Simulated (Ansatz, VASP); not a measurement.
**Nb: VASP beside Ansatz**

Contents of INCAR:

```
SYSTEM = Nb
PREC = Accurate
ENCUT = 520
EDIFF = 1E-7
ISMEAR = -1
SIGMA = 0.05
LREAL = .False.
LASPH = .True.
NELM = 100
ALGO = Normal
ISIF = 2
LWAVE = .False.
LCHARG = .True.
GGA = CA
LELF = .True.
LVHAR = .True.
NBANDS = 20
```

KPOINTS

```
regular mesh
0
Gamma
  15 15 8
  0 0 0
```

File POSCAR:

```
Nb
1.0
    2.6733213121      0.0000000000      0.0000000000
   -1.3366606561      2.3151641687      0.0000000000
    0.0000000000      0.0000000000      4.8446080133
Nb
2
Direct
    0.3333333333      0.6666666667      0.2500000000
    0.6666666667      0.3333333333      0.7500000000
```

Input for Ansatz:

```yaml
crystal:
  lattice:
    - [2.6733213121, 0.0, 0.0]
    - [-1.3366606561, 2.3151641687, 0.0]
    - [0.0, 0.0, 4.8446080133]
  atoms:
    - { symbol: Nb, position: [0.3333333333, 0.6666666667, 0.25] }
    - { symbol: Nb, position: [0.6666666667, 0.3333333333, 0.75] }
kpoints:
  mp_grid: { grid: [15, 15, 8] }
  band_path:
    path:
      - [0.0, 0.0, 0.0]
      - [0.5, 0.0, 0.0]
      - [0.3333333333, 0.3333333333, 0.0]
      - [0.0, 0.0, 0.0]
      - [0.0, 0.0, 0.5]
      - [0.5, 0.0, 0.5]
      - [0.3333333333, 0.3333333333, 0.5]
      - [0.0, 0.0, 0.5]
      - [0.5, 0.0, 0.5]
    npoints: 8
scf:
  occupations: { method: fermi_dirac, width: 0.05 }
hamiltonian:
  xc: lda
  pseudopotentials: { kind: all_electron, lapw: { basis_error: 0.001 } }
output:
  forces: true
  stress: true
  eigenvalues: true
  populations: true
  dos: { projected: true, de: 0.2, e_range: [-14, 8] }
```

Change from the starting cell: volume scaled by 0.85, LAPW.

Alike in both runs: task single point; functional LDA; k mesh 15 × 15 × 8; occupations fermi-dirac, width 0.05 eV; no spin polarisation.

```csv
,VASP,Ansatz
version,VASP 6.6.1,Ansatz 0.2.0
potentials or method,"VASP PAW LDA potentials, release 64 (Nb_sv), cutoff 520 eV","all-electron LAPW, scalar-relativistic"
```

Ansatz gave:

| Property | Result |
| --- | --- |
| pressure (GPa) | 39.3 |
| traceless stress, the component that is largest in VASP (GPa) | -0.05 |

Which values does VASP return?

Pressure (GPa): 39.2; traceless stress, the component that is largest in VASP (GPa): -0.09.

LDA's correlation is that of Perdew and Zunger in VASP and of Perdew and Wang (1992) in Ansatz. Both programs put the cell under a high pressure, so it lies far from rest at this level. Ansatz ran all-electron here, and VASP with PAW potentials.
